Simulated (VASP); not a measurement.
Input of a VASP 6.6.1 run:

The input INCAR:

```
SYSTEM = Mo
PREC     = Accurate       ! precision mode
ENCUT    = 600            ! plane-wave cutoff, eV
EDIFF    = 1E-6           ! SCF threshold, eV
ISMEAR   = 0              ! smearing method
SIGMA    = 0.1            ! smearing width, eV
LREAL    = .FALSE.        ! projectors in reciprocal space
LASPH    = .TRUE.         ! aspherical terms in the spheres
NELM     = 100            ! most SCF steps
ALGO     = Fast           ! electronic algorithm
ISIF     = 3              ! what is computed and relaxed
LWAVE    = .FALSE.        ! write WAVECAR
LCHARG   = .FALSE.        ! write CHGCAR
GGA      = CA             ! functional
IBRION   = 2              ! ionic algorithm
NSW      = 100            ! ionic steps
EDIFFG   = -0.002         ! ionic threshold
```

File KPOINTS:

```
Automatic mesh
0
G
  16 16 16
  0 0 0
```

The input POSCAR:

```
Mo
1.0
   -1.5561832920      1.5561832920      1.5561832920
    1.5561832920     -1.5561832920      1.5561832920
    1.5561832920      1.5561832920     -1.5561832920
Mo
1
Direct
    0.0000000000      0.0000000000      0.0000000000
```

Potentials or basis: VASP PAW LDA potentials, release 64 (Mo_sv).

The run is started by

```bash
$ cat potpaw_LDA.64/Mo_sv/POTCAR > POTCAR
$ mpirun -np 1 vasp_std > vasp.out
```

What does it give for the relaxed cell?

a = 2.698 Å, b = 2.698 Å, c = 2.698 Å, α = 109.47°, β = 109.47°, γ = 109.47°.

Predict the band gap on the k mesh.

zero (band 7 reaches 17.24 eV, above the bottom of band 8 at 11.59 eV).

What does it give for the relaxed volume?

15.11 Å³/atom.

Estimate the space group after relaxing (to 0.05 Å).

Im-3m (No. 229).

Final structure:
```xyz
1
Lattice="-1.5574 1.5574 1.5574 1.5574 -1.5574 1.5574 1.5574 1.5574 -1.5574" Properties=species:S:1:pos:R:3 pbc="T T T"
Mo    0.0000    0.0000    0.0000
```
